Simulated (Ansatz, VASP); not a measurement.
# Ag: VASP beside Ansatz

```xyz
2
Lattice="3.8679 0.0000 -0.0039 0.0000 3.8679 0.0000 -1.9363 0.0000 2.2724" Properties=species:S:1:pos:R:3 pbc="T T T"
Ag    0.0000    0.0000    0.0000
Ag    1.9340    1.9340   -0.0020
```

Change from the starting cell: band edges of the strained film's bulk.

Alike in both runs: task single point; functional PBE; k mesh 9 × 9 × 15; occupations gaussian, width 0.1 eV; no spin polarisation.

|  | VASP | Ansatz |
| --- | --- | --- |
| version | VASP 6.6.1 | Ansatz 0.2.0 |
| potentials or method | VASP PAW PBE potentials, release 64 (Ag), cutoff 520 eV | scalar-relativistic, plane waves, PAW |
| valence electrons in the cell | 22 | 38 |

|  | VASP | Ansatz | Ansatz less VASP |
| --- | --- | --- | --- |
| gap on the k mesh at the Fermi level (eV) | none | none | - |
| pressure (GPa) | 6.4 | 6.4 | +0.09 |
| traceless stress, the component that is largest in VASP (GPa) | -6.39 | -6.46 | -0.067 |

A gap of «none» marks a metal or a gap that the smearing closes. VASP's potentials hold 22 valence electrons a cell and Ansatz's 38, so a difference there can come from the potentials and not from the codes.
